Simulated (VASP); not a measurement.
TiB2, 3 atoms in the cell. Symmetry: P6/mmm, No. 191, hexagonal system. The conventional cell has a = 2.958 Å, b = 2.958 Å, c = 3.102 Å, α = 90.00°, β = 90.00°, γ = 120.00°. Ti (site symmetry 6/mmm) has 12 B at 2.31 Å and 6 Ti at 2.96 Å within 3.0 Å. Within 2.3 Å of B (site symmetry -6m2) lie 3 B at 1.71 Å. 

| Item | Value |
| --- | --- |
| Program | VASP 6.6.1 |
| Task | single point |
| Functional | PBEsol |
| Potentials or basis | VASP PAW PBE potentials, release 64 (Ti_sv, B) |
| Cutoff | 520 eV |
| k mesh | 10 × 10 × 8 |
| Occupations | fermi-dirac, width 0.05 eV |
| Spin | no spin polarisation |
| Dipole correction | no |
| Further INCAR settings | ALGO = Normal; EDIFF = 1e-06; NBANDS = 16 |

Potentials or basis: VASP PAW PBE potentials, release 64 (Ti_sv, B).

Command:

```console
$ cat potpaw_PBE.64/Ti_sv/POTCAR potpaw_PBE.64/B/POTCAR > POTCAR
$ mpirun -np 1 vasp_std > vasp.out
```

Hardware: 1 thread of Intel Xeon 6975P-C (shared host).

Task: How long does it take, and how much memory?

Result: Wall time 10 s on 1 thread of Intel Xeon 6975P-C (shared host), peak memory 0.15 GiB. Counts: scf iterations 13, k points 70.
